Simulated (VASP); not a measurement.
Input of a VASP 6.6.1 run:

The input INCAR:

```
SYSTEM = Na
PREC = Accurate ; ENCUT = 600
EDIFF = 1E-6 ; ISMEAR = 0
SIGMA = 0.1 ; LREAL = .FALSE.
LASPH = .TRUE. ; NELM = 80
ALGO = Fast ; ISIF = 3
LWAVE = .FALSE. ; LCHARG = .FALSE.
GGA = PS ; IBRION = 2
NSW = 80 ; EDIFFG = -0.05
```

Contents of KPOINTS:

```
regular mesh
0
G
  6 6 4
  0 0 0
```

File POSCAR:

```
Na
1.0
    2.9485558462      0.0000000000      0.0000000000
   -1.4742779231      2.5535242673      0.0000000000
    0.0000000000      0.0000000000      4.8154574171
Na
2
Direct
    0.3333333333      0.6666666667      0.2500000000
    0.6666666667      0.3333333333      0.7500000000
```

Potentials or basis: VASP PAW PBE potentials, release 64 (Na_pv).

Command:

```sh
$ cat potpaw_PBE.64/Na_pv/POTCAR > POTCAR
$ mpirun -np 1 vasp_std > vasp.out
```

Q: What does it give for the space group after relaxing (to 0.05 Å)?

A: P6_3/mmc (No. 194).

Q: Estimate the band gap on the k mesh.

A: Zero (band 7 reaches 2.54 eV, above the bottom of band 8 at -1.83 eV).

Q: Estimate the relaxed volume.

A: 35.21 Å³/atom.

Stress tensor (GPa, compression positive):
```
 0.15  0.00  0.00
 0.00  0.15  0.00
 0.00  0.00 -0.11
```

Caveat: the k points lie up to 0.33 Å⁻¹ apart in the final cell; the volume moved by over 15 % at a fixed basis, so the end points are rough; the PAW data sets were made with another functional, which shifts forces and pressure a little.
